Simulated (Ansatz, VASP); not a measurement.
**Ba: VASP beside Ansatz**

```
Ba
1.0
    -2.71875    2.28125    2.50000
     2.71875   -2.28125    2.50000
     2.71875    2.28125   -2.50000
Ba
1
Direct
  0.00000 0.00000 0.00000
```

Change from the starting cell: strain +0.0875 x Voigt [1, -1, 0, 0, 0, 0], atoms carried along.

Alike in both runs: task single point; functional LDA; k mesh 14 × 14 × 14; occupations gaussian, width 0.15 eV; no spin polarisation.

```csv
,VASP,Ansatz
version,VASP 6.6.1,Ansatz 0.2.0
potentials or method,"VASP PAW LDA potentials, release 64 (Ba_sv), cutoff 520 eV","scalar-relativistic, plane waves, PAW"
valence electrons in the cell,10,10
```

```tsv
	VASP	Ansatz	Ansatz less VASP
gap on the k mesh at the Fermi level (eV)	none	none	-
pressure (GPa)	-1.1	-1.1	-0.04
traceless stress, the component that is largest in VASP (GPa)	0.48	0.48	-0.006
```

LDA's correlation is that of Perdew and Zunger in VASP and of Perdew and Wang (1992) in Ansatz. A gap of «none» marks a metal or a gap that the smearing closes.

Neither program's run includes spin-orbit coupling.
